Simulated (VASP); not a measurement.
Here is a VASP 6.6.1 calculation.

Contents of INCAR:

```
PREC     = Accurate       # precision mode
ENCUT    = 600            # plane-wave cutoff, eV
EDIFF    = 1E-8           # SCF threshold, eV
ISMEAR   = 0              # smearing method
SIGMA    = 0.01           # smearing width, eV
LREAL    = False          # projectors in reciprocal space
LASPH    = True           # aspherical terms in the spheres
NELM     = 80             # most SCF steps
ALGO     = Normal         # electronic algorithm
ISIF     = 3              # what is computed and relaxed
LWAVE    = False          # write WAVECAR
LCHARG   = False          # write CHGCAR
GGA      = PS             # functional
IBRION   = 6              # ionic algorithm
NFREE    = 2            
POTIM    = 0.015          # step
NSW      = 1              # ionic steps
```

File KPOINTS:

```
Automatic mesh
0
Gamma
  9 9 8
```

Contents of POSCAR:

```
MgO
1.0
    2.9380209000      0.0000000000      0.0000000000
   -1.4690104500      2.5444007400      0.0000000000
    0.0000000000      0.0000000000      2.6796800000
Mg O
1 1
Direct
    0.0000000000      0.0000000000      0.0000000000
    0.3333333300      0.6666666700      0.5000000000
```

Potentials or basis: VASP PAW PBE potentials, release 64 (Mg, O).

Run with:

```bash
$ cat potpaw_PBE.64/Mg/POTCAR potpaw_PBE.64/O/POTCAR > POTCAR
$ mpirun -np 1 vasp_std > vasp.out
```

What does it give for the Voigt bulk modulus?

134 GPa.

What does it give for the highest phonon frequency at Γ, LO-TO splitting left out?

309 cm⁻¹.

Elastic tensor in Voigt notation (GPa, in the Cartesian axes of the cell as first typed):
```
315  82 -31   0   0   0
 82 315 -31   0   0   0
-31 -31 530   0   0   0
  0   0   0  -3   0   0
  0   0   0   0  -3   0
  0   0   0   0   0 116
```

Caveat: the cell is under stress, which shifts elastic constants; the elastic tensor has a negative eigenvalue, so either the cell is unstable as it stands or the mesh is too thin; the PAW data sets were made with another functional, which shifts forces and pressure a little.
